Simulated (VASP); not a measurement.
# C (P4mm) in VASP: relaxation of cell and atoms with PBE

Aim: the relaxation of cell and atoms of C with PBE.

Program: VASP 6.6.1. These are calculated values, not measurements. Logs are shortened: lines on timing, memory, paths and dates and some standing lists are left out, and cuts for length are marked.

**1. The cell of the first run**

It takes space group P4mm (No. 99, tetragonal). The conventional cell has a = 2.345 Å, b = 2.345 Å, c = 4.784 Å, α = 90.00°, β = 90.00°, γ = 90.00°. C (site symmetry 4mm) has 5 C at 1.47 to 1.67 Å within 2.0 Å. C (site symmetry 4mm) has 1 C at 1.47 Å within 2.0 Å. C (site symmetry 4mm) has 4 C at 1.67 Å within 2.2 Å.

The cell was generated, and may not be a known phase.

**2. Relaxation of cell and atoms, PBE**

Input file INCAR:

```
SYSTEM = C
PREC     = Accurate       ! precision mode
ENCUT    = 910            ! plane-wave cutoff, eV
EDIFF    = 1E-7           ! SCF threshold, eV
ISMEAR   = 0              ! smearing method
SIGMA    = 0.1            ! smearing width, eV
LREAL    = .FALSE.        ! projectors in reciprocal space
LASPH    = .TRUE.         ! aspherical terms in the spheres
NELM     = 120            ! most SCF steps
ALGO     = Normal         ! electronic algorithm
ISIF     = 3              ! what is computed and relaxed
LWAVE    = .FALSE.        ! write WAVECAR
LCHARG   = .FALSE.        ! write CHGCAR
GGA      = PE             ! functional
IBRION   = 2              ! ionic algorithm
NSW      = 100            ! ionic steps
EDIFFG   = -0.01          ! ionic threshold
GGA_COMPAT= .FALSE.      
NELMIN   = 4
```

Input file KPOINTS:

```
Automatic mesh
0
G
  20 20 10
  0 0 0
```

Input file POSCAR:

```
C
1.0
    2.3450473335      0.0000000000      0.0000000000
    0.0000000000      2.3450473335      0.0000000000
    0.0000000000      0.0000000000      4.7839537311
C
3
Direct
    0.0000000000      0.0000000000      0.5109174255
    0.0000000000      0.0000000000      0.8174645916
    0.5000000000      0.5000000000      0.4656441429
```

Potentials or basis: VASP PAW PBE potentials, release 64 (C_h).

Launch:

```sh
> cat potpaw_PBE.64/C_h/POTCAR > POTCAR
> mpirun -np 1 vasp_std > vasp.out
```

OUTCAR:

```text
SYSTEM = C
   PREC = Accurate
   ENCUT = 910
   EDIFF = 1E-7
   ISMEAR = 0
   LREAL = .FALSE.
   LASPH = .TRUE.
   NELM = 120
   ISIF = 3
   GGA = PE
   IBRION = 2
   NSW = 100
   EDIFFG = -0.01
   NELMIN = 4

 ion  position               nearest neighbor table
   1  0.000  0.000  0.511-   2 1.47
   2  0.000  0.000  0.817-   1 1.47
   3  0.500  0.500  0.466-

  LATTYP: Found a simple tetragonal cell.
 ALAT       =     2.3450473335
 C/A-ratio  =     2.0400243794

  Lattice vectors:

 A1 = (   2.3450473335,   0.0000000000,   0.0000000000)
 A2 = (   0.0000000000,   2.3450473335,   0.0000000000)
 A3 = (   0.0000000000,   0.0000000000,   4.7839537311)

Analysis of symmetry for initial positions (statically):
=====================================================================
 Subroutine PRICEL returns:
 Original cell was already a primitive cell.

 Routine SETGRP: Setting up the symmetry group for a
 simple tetragonal supercell.

 Subroutine GETGRP returns: Found  8 space group operations
 (whereof  8 operations were pure point group operations)
 out of a pool of 16 trial point group operations.

The static configuration has the point symmetry C_4v.

Analysis of symmetry for dynamics (positions and initial velocities):
=====================================================================
 Subroutine PRICEL returns:
 Original cell was already a primitive cell.

 Routine SETGRP: Setting up the symmetry group for a
 simple tetragonal supercell.

 Subroutine GETGRP returns: Found  8 space group operations
 (whereof  8 operations were pure point group operations)
 out of a pool of 16 trial point group operations.

The dynamic configuration has the point symmetry C_4v.

 Subroutine INISYM returns: Found  8 space group operations
 (whereof  8 operations are pure point group operations),
 and found     1 'primitive' translations

----------------------------------------------------------------------------------------

                                     Primitive cell

  volume of cell :      26.3081

  direct lattice vectors                    reciprocal lattice vectors
     2.345047334  0.000000000  0.000000000     0.426430625  0.000000000  0.000000000
[... 103 lines left out ...]
   ISMEAR =     0;   SIGMA  =   0.10  broadening in eV -4-tet -1-fermi 0-gaus
   EFERMI_NEDOS =   21; number of points for ismear=-14 and -15
   IALGO  =     38    algorithm
   IMIX   =      4    mixing-type and parameters
     AMIX     =   0.40;   BMIX     =  1.00
     AMIX_MAG =   1.60;   BMIX_MAG =  1.00
  volume/ion in A,a.u.               =       8.77        59.18
  Fermi-wavevector in a.u.,A,eV,Ry     =   1.260197  2.381427 21.607372  1.588097
  Thomas-Fermi vector in A             =   2.393719
   LORBIT       =      0    0 simple, 1 ext, 2 COOP (PROOUT), +10 PAW based schemes
   GGA     = PE    functional components
   LHFCALC =     F    Hartree Fock is set to
   AEXX    =    0.0000 exact exchange contribution
   IVDW    =     0    specifies the selected vdW correction
   LEPSILON=     F    determine dielectric tensor
   LRPA    =     F    only Hartree local field effects (RPA)
 conjugate gradient relaxation of ions
 non-spin polarized calculation
 Gauss-broadening in eV      SIGMA  =   0.10
  energy-cutoff  :      910.00
  volume of cell :       26.31
 maximum number of plane-waves:      1670
 NGX is ok and might be reduce to    24
   NGX = 11   NGY = 11   NGZ = 23

--------------------------------------- Ionic step        1  -------------------------------------------

 number of electron      12.0000000 magnetization

 Free energy of the ion-electron system (eV)
  ---------------------------------------------------
  ext. energy  EPLUGINS =         0.00000000
  ---------------------------------------------------
  free energy    TOTEN  =       -18.63812571 eV

  energy without entropy =      -18.63374062  energy(sigma->0) =      -18.63593316

------------------------ aborting loop because EDIFF is reached ----------------------------------------

  FORCE on cell =-STRESS in cart. coord.  units (eV):
  Direction    XX          YY          ZZ          XY          YZ          ZX
  --------------------------------------------------------------------------------------
  -------------------------------------------------------------------------------------
  Total        0.0323006      0.0323006     -0.1983477      0.0000000      0.0000000     -0.0000000
  in kB        1.9671180      1.9671180    -12.0794629      0.0000000      0.0000000     -0.0000000
  external PRESSURE =      -2.7150756 kB  Pullay stress =       0.0000000 kB
[... 209 lines left out ...]
--------------------------------------- Ionic step        7  -------------------------------------------

 number of electron      12.0000000 magnetization

 Free energy of the ion-electron system (eV)
  ---------------------------------------------------
  ext. energy  EPLUGINS =         0.00000000
  ---------------------------------------------------
  free energy    TOTEN  =       -18.64519490 eV

  energy without entropy =      -18.64130219  energy(sigma->0) =      -18.64324855

 E-fermi :   5.1505     XC(G=0): -10.9178

 val. band max:        5.1486369623   @ k =   0.4500   0.1000   0.4000
 cond. band min:       5.1593546211   @ k =   0.2500   0.1500   0.0000
 fundamental gap:      0.0107176588
 Fermi energy:         5.1504625572

 k-point     1 :       0.0000    0.0000    0.0000
  band No.  band energies     occupation
      1     -15.2677      2.00000
      2      -6.9690      2.00000
      3      -1.0641      2.00000
      4       1.6652      2.00000
      5       1.6652      2.00000
      6       6.7014      0.00000
      7      10.0410      0.00000
      8      10.0410      0.00000
      9      11.8138      0.00000
     10      15.2462      0.00000
[... 287 lines left out ...]
 k-point    24 :       0.2000    0.1000    0.0000
  band No.  band energies     occupation
      1     -14.2171      2.00000
      2      -6.1319      2.00000
      3      -1.7869      2.00000
      4      -0.0376      2.00000
      5       1.4190      2.00000
      6       5.9612      0.00000
      7       8.2606      0.00000
      8       9.7037      0.00000
      9      13.0907      0.00000
     10      14.2331      0.00000

 [... further k-points ...]

------------------------ aborting loop because EDIFF is reached ----------------------------------------

  FORCE on cell =-STRESS in cart. coord.  units (eV):
  Direction    XX          YY          ZZ          XY          YZ          ZX
  --------------------------------------------------------------------------------------
  -------------------------------------------------------------------------------------
  Total       -0.0176892     -0.0176892      0.0185011      0.0000000      0.0000000     -0.0000000
  in kB       -1.0790413     -1.0790413      1.1285691      0.0000000      0.0000000     -0.0000000
  external PRESSURE =      -0.3431712 kB  Pullay stress =       0.0000000 kB
[... 18 lines left out ...]
  FREE ENERGIE OF THE ION-ELECTRON SYSTEM (eV)
  ---------------------------------------------------
  free  energy   TOTEN  =       -18.6451949002 eV

  energy  without entropy=      -18.6413021932  energy(sigma->0) =      -18.64324855

 reached required accuracy - stopping structural energy minimisation
```

CONTCAR:

```text
C
   1.00000000000000
     2.3480553783544873    0.0000000000000000    0.0000000000000000
     0.0000000000000000    2.3480553783544873    0.0000000000000000
    -0.0000000000000000   -0.0000000000000000    4.7639119817583939
  C
     3
Direct
     1.0000000000000000    0.0000000000000000    0.5074735660735862
     1.0000000000000000    0.0000000000000000    0.8159155670107665
     0.5000000000000000    0.5000000000000000    0.4706370269156415

  0.00000000E+00  0.00000000E+00  0.00000000E+00
  0.00000000E+00  0.00000000E+00  0.00000000E+00
  0.00000000E+00  0.00000000E+00  0.00000000E+00
```

Wall time 7.5 min (1 thread of Intel Xeon Platinum 8488C (Sapphire Rapids), shared host); peak memory 0.32 GiB.

Results:

```
Free energy                           : -18.6452 eV
Relaxed volume                        : 8.76 Å³/atom
Relaxed cell                          : a = 2.348 Å, b = 2.348 Å, c = 4.764 Å, α = 90.00°, β = 90.00°, γ = 90.00°
Space group after relaxing (to 0.1 Å) : P4mm (No. 99)
Energy gained by relaxing             : 2.4 meV/atom
Ionic steps                           : 7
Pressure after relaxing               : 0.0 GPa
Largest force after relaxing          : 0.008 eV/Å
Band gap on the k mesh                : zero (bands 6 and 7 overlap by 2.92 eV)
```

Forces on the atoms (eV/Å):
```
C    0.000  0.000  0.005
C    0.000  0.000 -0.008
C    0.000  0.000  0.003
```

The path:
```
step  energy change (eV)  largest force (eV/Å)  pressure (GPa)  volume (Å³)
   1              0.0000                0.3456           -0.27        26.31
   2             -0.0065                0.1055           -0.02        26.25
   3             -0.0070                0.0342            0.07        26.23
   4             -0.0070                0.0328            0.08        26.23
   5             -0.0070                0.0442            0.20        26.24
   6             -0.0071                0.0035            0.14        26.23
   7             -0.0071                0.0082           -0.03        26.27
```

Final structure:
```cif
data_structure
_symmetry_space_group_name_H-M 'P 1'
_symmetry_Int_Tables_number 1
_cell_length_a 2.3481
_cell_length_b 2.3481
_cell_length_c 4.7639
_cell_angle_alpha 90.000
_cell_angle_beta 90.000
_cell_angle_gamma 90.000
_cell_volume 26.27
loop_
_atom_site_label
_atom_site_type_symbol
_atom_site_fract_x
_atom_site_fract_y
_atom_site_fract_z
_atom_site_occupancy
C1 C 0.00000 0.00000 0.50747 1
C2 C 0.00000 0.00000 0.81592 1
C3 C 0.50000 0.50000 0.47064 1
```

Caveat: this functional lacks dispersion, which binds layers or chains, so the pressure and a relaxed spacing across them are unreliable.
